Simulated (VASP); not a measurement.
# InW (F-43m) in VASP: notebook

Runs on InW. Level: PBE. Tasks: single point, relaxation of cell and atoms.

Everything below comes from runs of VASP 6.6.1. Logs are shortened: lines on timing, memory, paths and dates and some standing lists are left out, and cuts for length are marked.

### 1 The cell of the first run

The structure is cubic, space group F-43m (No. 216). The conventional cell has a = 6.191 Å, b = 6.191 Å, c = 6.191 Å, α = 90.00°, β = 90.00°, γ = 90.00°. In (site symmetry -43m) has 4 W at 2.68 Å within 3.5 Å. W (site symmetry -43m) has 4 In at 2.68 Å within 3.5 Å.

### 2 Single point, PBE

The input, INCAR:

```
SYSTEM = InW
PREC = Accurate
ENCUT = 520
EDIFF = 1E-6
ISMEAR = 0
SIGMA = 0.1
LREAL = .False.
LASPH = .True.
NELM = 100
ALGO = Normal
ISIF = 2
LWAVE = .False.
LCHARG = .False.
GGA = PE
NBANDS = 20
```

The input, KPOINTS:

```
regular mesh
0
Gamma
  6 6 6
  0 0 0
```

The input, POSCAR:

```
InW
1.0
    0.0000000000      3.0955790093      3.0955790093
    3.0955790093      0.0000000000      3.0955790093
    3.0955790093      3.0955790093      0.0000000000
In W
1 1
Direct
    0.0000000000      0.0000000000      0.0000000000
    0.7500000000      0.7500000000      0.7500000000
```

Potentials or basis: VASP PAW PBE potentials, release 64 (In_d, W_sv).

Started as:

```console
$ cat potpaw_PBE.64/In_d/POTCAR potpaw_PBE.64/W_sv/POTCAR > POTCAR
$ mpirun -np 1 vasp_std > vasp.out
```

OUTCAR:

```text
SYSTEM = InW
   PREC = Accurate
   ENCUT = 520
   EDIFF = 1E-6
   ISMEAR = 0
   LREAL = .False.
   LASPH = .True.
   NELM = 100
   ISIF = 2
   GGA = PE

 ion  position               nearest neighbor table
   1  0.000  0.000  0.000-   2 2.68   2 2.68   2 2.68   2 2.68
   2  0.750  0.750  0.750-   1 2.68   1 2.68   1 2.68   1 2.68

  LATTYP: Found a face centered cubic cell.
 ALAT       =     6.1911580186

  Lattice vectors:

 A1 = (   0.0000000000,   3.0955790093,   3.0955790093)
 A2 = (   3.0955790093,   0.0000000000,   3.0955790093)
 A3 = (   3.0955790093,   3.0955790093,   0.0000000000)

Analysis of symmetry for initial positions (statically):
=====================================================================
 Subroutine PRICEL returns:
 Original cell was already a primitive cell.

 Routine SETGRP: Setting up the symmetry group for a
 face centered cubic supercell.

 Subroutine GETGRP returns: Found 24 space group operations
 (whereof 24 operations were pure point group operations)
 out of a pool of 48 trial point group operations.

The static configuration has the point symmetry T_d .

Analysis of symmetry for dynamics (positions and initial velocities):
=====================================================================
 Subroutine PRICEL returns:
 Original cell was already a primitive cell.

 Routine SETGRP: Setting up the symmetry group for a
 face centered cubic supercell.

 Subroutine GETGRP returns: Found 24 space group operations
 (whereof 24 operations were pure point group operations)
 out of a pool of 48 trial point group operations.

The dynamic configuration has the point symmetry T_d .

 Subroutine INISYM returns: Found 24 space group operations
 (whereof 24 operations are pure point group operations),
 and found     1 'primitive' translations

----------------------------------------------------------------------------------------

                                     Primitive cell

  volume of cell :      59.3274

  direct lattice vectors                    reciprocal lattice vectors
     0.000000000  3.095579009  3.095579009    -0.161520671  0.161520671  0.161520671
     3.095579009  0.000000000  3.095579009     0.161520671 -0.161520671  0.161520671
     3.095579009  3.095579009  0.000000000     0.161520671  0.161520671 -0.161520671

  length of vectors
     4.377809818  4.377809818  4.377809818     0.279762009  0.279762009  0.279762009

  position of ions in fractional coordinates (direct lattice)
     0.000000000  0.000000000  0.000000000
     0.750000000  0.750000000  0.750000000

  ion indices of the primitive-cell ions
   primitive index   ion index
                 1           1
                 2           2

----------------------------------------------------------------------------------------

 KPOINTS: regular mesh

Automatic generation of k-mesh.
 Grid dimensions read from file:
 generate k-points for:    6    6    6

 Generating k-lattice:

  Cartesian coordinates                     Fractional coordinates (reciprocal lattice)
    -0.026920112  0.026920112  0.026920112     0.166666667  0.000000000  0.000000000
     0.026920112 -0.026920112  0.026920112     0.000000000  0.166666667  0.000000000
     0.026920112  0.026920112 -0.026920112     0.000000000  0.000000000  0.166666667

  Length of vectors
     0.046627002  0.046627002  0.046627002

  Shift w.r.t. Gamma in fractional coordinates (k-lattice)
     0.000000000  0.000000000  0.000000000

 Subroutine IBZKPT returns following result:
 ===========================================

 Found     16 irreducible k-points:

 Following reciprocal coordinates:
            Coordinates               Weight
  0.000000  0.000000  0.000000      1.000000
  0.166667  0.000000  0.000000      8.000000
  0.333333  0.000000  0.000000      8.000000
  0.500000  0.000000  0.000000      4.000000
  0.166667  0.166667  0.000000      6.000000
  0.333333  0.166667  0.000000     24.000000
[... 8 lines left out ...]
 -0.333333  0.333333  0.166667     24.000000
 -0.333333  0.500000  0.166667     12.000000
   k-points           NKPTS =     16   k-points in BZ     NKDIM =     16   number of bands    NBANDS=     20
   number of dos      NEDOS =    301   number of ions     NIONS =      2
   total plane-waves  NPLWV =  46656
   dimension x,y,z NGX =    36 NGY =   36 NGZ =   36
   dimension x,y,z NGXF=    72 NGYF=   72 NGZF=   72
   ions per type =               1   1
   NGX,Y,Z   is equivalent  to a cutoff of  13.67, 13.67, 13.67 a.u.
   NGXF,Y,Z  is equivalent  to a cutoff of  27.34, 27.34, 27.34 a.u.
 SYSTEM =  InW
   PREC   = accura    normal or accurate (medium, high low for compatibility)
   ISTART =      0    job   : 0-new  1-cont  2-samecut
   ICHARG =      2    charge: 1-file 2-atom 10-const
   ISPIN  =      1    spin polarized calculation?
   LNONCOLLINEAR =      F non collinear calculations
   LSORBIT =      F    spin-orbit coupling
   LASPH  =      T    aspherical Exc in radial PAW
   ENCUT  =  520.0 eV  38.22 Ry    6.18 a.u.   8.14  8.14  8.14*2*pi/ulx,y,z
   NELM   =    100;   NELMIN=  2; NELMDL= -5     # of ELM steps
   EDIFF  = 0.1E-05   stopping-criterion for ELM
   LREAL  =      F    real-space projection
   EDIFFG = 0.1E-04   stopping-criterion for IOM
   NSW    =      0    number of steps for IOM
   IBRION =     -1    ionic relax: 0-MD 1-quasi-New 2-CG
   NFREE  =      0    steps in history (QN), initial steepest desc. (CG)
   ISIF   =      2    stress and relaxation
   ISYM   =      2    0-nonsym 1-usesym 2-fastsym
   POTIM  = 0.5000    time-step for ionic-motion
   TEBEG  =    0.0;   TEEND  =   0.0 temperature during run
   PSTRESS=    0.0 pullay stress
   NELECT =      27.0000    total number of electrons
   NUPDOWN=      -1.0000    fix difference up-down
   EMIN   =  10.00;   EMAX   =-10.00  energy-range for DOS
   EFERMI =   0.00;   METHOD = LEGACY
   ISMEAR =     0;   SIGMA  =   0.10  broadening in eV -4-tet -1-fermi 0-gaus
   EFERMI_NEDOS =   21; number of points for ismear=-14 and -15
   IALGO  =     38    algorithm
   IMIX   =      4    mixing-type and parameters
     AMIX     =   0.40;   BMIX     =  1.00
     AMIX_MAG =   1.60;   BMIX_MAG =  1.00
  volume/ion in A,a.u.               =      29.66       200.18
  Fermi-wavevector in a.u.,A,eV,Ry     =   1.259247  2.379631 21.574793  1.585703
  Thomas-Fermi vector in A             =   2.392816
   LORBIT       =      0    0 simple, 1 ext, 2 COOP (PROOUT), +10 PAW based schemes
   GGA     = PE    functional components
   LHFCALC =     F    Hartree Fock is set to
   AEXX    =    0.0000 exact exchange contribution
   IVDW    =     0    specifies the selected vdW correction
   LEPSILON=     F    determine dielectric tensor
   LRPA    =     F    only Hartree local field effects (RPA)
 non-spin polarized calculation
 Gauss-broadening in eV      SIGMA  =   0.10
  energy-cutoff  :      520.00
  volume of cell :       59.33
 maximum number of plane-waves:      1639
 NGX is ok and might be reduce to    36
   NGX = 17   NGY = 17   NGZ = 17

 number of electron      26.9999995 magnetization

 Free energy of the ion-electron system (eV)
  ---------------------------------------------------
  ext. energy  EPLUGINS =         0.00000000
  ---------------------------------------------------
  free energy    TOTEN  =       -10.05442349 eV

  energy without entropy =      -10.03181482  energy(sigma->0) =      -10.04311915

 E-fermi :   4.6944     XC(G=0):  -9.6835

 val. band max:        4.6660155650   @ k =   0.5000   0.5000   0.0000
 cond. band min:       4.7173184834   @ k =   0.5000   0.3333   0.0000
 fundamental gap:      0.0513029184
 Fermi energy:         4.6943707187

 k-point     1 :       0.0000    0.0000    0.0000
  band No.  band energies     occupation
      1     -69.4819      2.00000
      2     -33.6761      2.00000
      3     -33.6761      2.00000
      4     -33.6761      2.00000
      5      -9.1301      2.00000
      6      -9.1301      2.00000
[... 12 lines left out ...]
     19      12.3553      0.00000
     20      12.8440      0.00000

 k-point     2 :       0.1667    0.0000    0.0000
  band No.  band energies     occupation
      1     -69.4818      2.00000
      2     -33.6777      2.00000
      3     -33.6763      2.00000
      4     -33.6763      2.00000
      5      -9.1403      2.00000
      6      -9.1324      2.00000
[... 12 lines left out ...]
     19      11.3555      0.00000
     20      13.3041      0.00000

 k-point     3 :       0.3333    0.0000    0.0000
  band No.  band energies     occupation
      1     -69.4818      2.00000
      2     -33.6811      2.00000
      3     -33.6766      2.00000
      4     -33.6766      2.00000
      5      -9.1614      2.00000
      6      -9.1330      2.00000
[... 12 lines left out ...]
     19      11.2243      0.00000
     20      13.8653      0.00000

 k-point     4 :       0.5000    0.0000    0.0000
  band No.  band energies     occupation
      1     -69.4817      2.00000
      2     -33.6827      2.00000
      3     -33.6768      2.00000
      4     -33.6768      2.00000
      5      -9.1722      2.00000
      6      -9.1317      2.00000
[... 12 lines left out ...]
     19      11.0568      0.00000
     20      14.0588      0.00000

 k-point     5 :       0.1667    0.1667    0.0000
  band No.  band energies     occupation
      1     -69.4818      2.00000
      2     -33.6779      2.00000
      3     -33.6765      2.00000
      4     -33.6765      2.00000
      5      -9.1509      2.00000
      6      -9.1291      2.00000
[... 12 lines left out ...]
     19      11.3030      0.00000
     20      12.3799      0.00000

 k-point     6 :       0.3333    0.1667    0.0000
  band No.  band energies     occupation
      1     -69.4818      2.00000
      2     -33.6803      2.00000
      3     -33.6771      2.00000
      4     -33.6769      2.00000
      5      -9.1639      2.00000
      6      -9.1360      2.00000
[... 12 lines left out ...]
     19      11.7731      0.00000
     20      13.0417      0.00000

 k-point     7 :       0.5000    0.1667    0.0000
  band No.  band energies     occupation
      1     -69.4817      2.00000
      2     -33.6821      2.00000
      3     -33.6778      2.00000
      4     -33.6770      2.00000
      5      -9.1689      2.00000
      6      -9.1430      2.00000
[... 12 lines left out ...]
     19      11.5948      0.00000
     20      14.1881      0.00000

 k-point     8 :      -0.3333    0.1667    0.0000
  band No.  band energies     occupation
      1     -69.4817      2.00000
      2     -33.6815      2.00000
      3     -33.6780      2.00000
      4     -33.6768      2.00000
      5      -9.1636      2.00000
      6      -9.1405      2.00000
[... 12 lines left out ...]
     19      11.7615      0.00000
     20      13.7576      0.00000

 k-point     9 :      -0.1667    0.1667    0.0000
  band No.  band energies     occupation
      1     -69.4818      2.00000
      2     -33.6794      2.00000
      3     -33.6772      2.00000
      4     -33.6764      2.00000
      5      -9.1512      2.00000
      6      -9.1377      2.00000
[... 12 lines left out ...]
     19      12.3263      0.00000
     20      12.6398      0.00000

 k-point    10 :       0.3333    0.3333    0.0000
  band No.  band energies     occupation
      1     -69.4817      2.00000
      2     -33.6814      2.00000
      3     -33.6774      2.00000
      4     -33.6774      2.00000
      5      -9.1820      2.00000
      6      -9.1274      2.00000
[... 12 lines left out ...]
     19      11.4849      0.00000
     20      12.2379      0.00000

 k-point    11 :       0.5000    0.3333    0.0000
  band No.  band energies     occupation
      1     -69.4817      2.00000
      2     -33.6823      2.00000
      3     -33.6784      2.00000
      4     -33.6776      2.00000
      5      -9.1835      2.00000
      6      -9.1376      2.00000
[... 12 lines left out ...]
     19      11.8409      0.00000
     20      13.0063      0.00000

 k-point    12 :      -0.3333    0.3333    0.0000
  band No.  band energies     occupation
      1     -69.4817      2.00000
      2     -33.6811      2.00000
      3     -33.6799      2.00000
      4     -33.6773      2.00000
      5      -9.1663      2.00000
      6      -9.1534      2.00000
[... 12 lines left out ...]
     19      11.9342      0.00000
     20      14.5886      0.00000

 k-point    13 :       0.5000    0.5000    0.0000
  band No.  band energies     occupation
      1     -69.4817      2.00000
      2     -33.6832      2.00000
      3     -33.6779      2.00000
      4     -33.6779      2.00000
      5      -9.1944      2.00000
      6      -9.1267      2.00000
[... 12 lines left out ...]
     19      11.6334      0.00000
     20      12.2733      0.00000

 k-point    14 :       0.5000    0.3333    0.1667
  band No.  band energies     occupation
      1     -69.4817      2.00000
      2     -33.6813      2.00000
      3     -33.6785      2.00000
      4     -33.6772      2.00000
      5      -9.1698      2.00000
      6      -9.1409      2.00000
[... 12 lines left out ...]
     19      12.6285      0.00000
     20      13.1804      0.00000

 k-point    15 :      -0.3333    0.3333    0.1667
  band No.  band energies     occupation
      1     -69.4817      2.00000
      2     -33.6814      2.00000
      3     -33.6794      2.00000
      4     -33.6775      2.00000
      5      -9.1639      2.00000
      6      -9.1551      2.00000
[... 12 lines left out ...]
     19      12.6870      0.00000
     20      14.0824      0.00000

 k-point    16 :      -0.3333    0.5000    0.1667
  band No.  band energies     occupation
      1     -69.4817      2.00000
      2     -33.6820      2.00000
      3     -33.6791      2.00000
      4     -33.6779      2.00000
      5      -9.1783      2.00000
      6      -9.1444      2.00000
[... 12 lines left out ...]
     19      12.8615      0.00000
     20      13.1729      0.00000

------------------------ aborting loop because EDIFF is reached ----------------------------------------

  FORCE on cell =-STRESS in cart. coord.  units (eV):
  Direction    XX          YY          ZZ          XY          YZ          ZX
  --------------------------------------------------------------------------------------
  -------------------------------------------------------------------------------------
  Total        0.0549987      0.0549987      0.0549987      0.0000000     -0.0000000      0.0000000
  in kB        1.4852771      1.4852771      1.4852771      0.0000000     -0.0000000      0.0000000
  external PRESSURE =       1.4852771 kB  Pullay stress =       0.0000000 kB

 VOLUME and BASIS-vectors are now :
 -----------------------------------------------------------------------------
  energy-cutoff  :      520.00
  volume of cell :       59.33
      direct lattice vectors                 reciprocal lattice vectors
     0.000000000  3.095579009  3.095579009    -0.161520671  0.161520671  0.161520671
     3.095579009  0.000000000  3.095579009     0.161520671 -0.161520671  0.161520671
     3.095579009  3.095579009  0.000000000     0.161520671  0.161520671 -0.161520671

 POSITION                                       TOTAL-FORCE (eV/Angst)
 -----------------------------------------------------------------------------------
      0.00000      0.00000      0.00000         0.000000      0.000000      0.000000
      4.64337      4.64337      4.64337        -0.000000     -0.000000     -0.000000
 -----------------------------------------------------------------------------------
    total drift:                               -0.000000     -0.000000     -0.000000

  FREE ENERGIE OF THE ION-ELECTRON SYSTEM (eV)
  ---------------------------------------------------
  free  energy   TOTEN  =       -10.0544234851 eV

  energy  without entropy=      -10.0318148229  energy(sigma->0) =      -10.04311915
```

Run time: 25 s. Hardware: 1 thread of AMD EPYC 7R13 (Zen 3), shared host; peak memory 0.17 GiB.

Results:

```yaml
Free_energy: -10.0544 eV
Pressure: 0.1 GPa
```

Caveat: spin-orbit coupling is left out, which moves the levels of the heavy elements.

(Continued in part 2 of 2.)
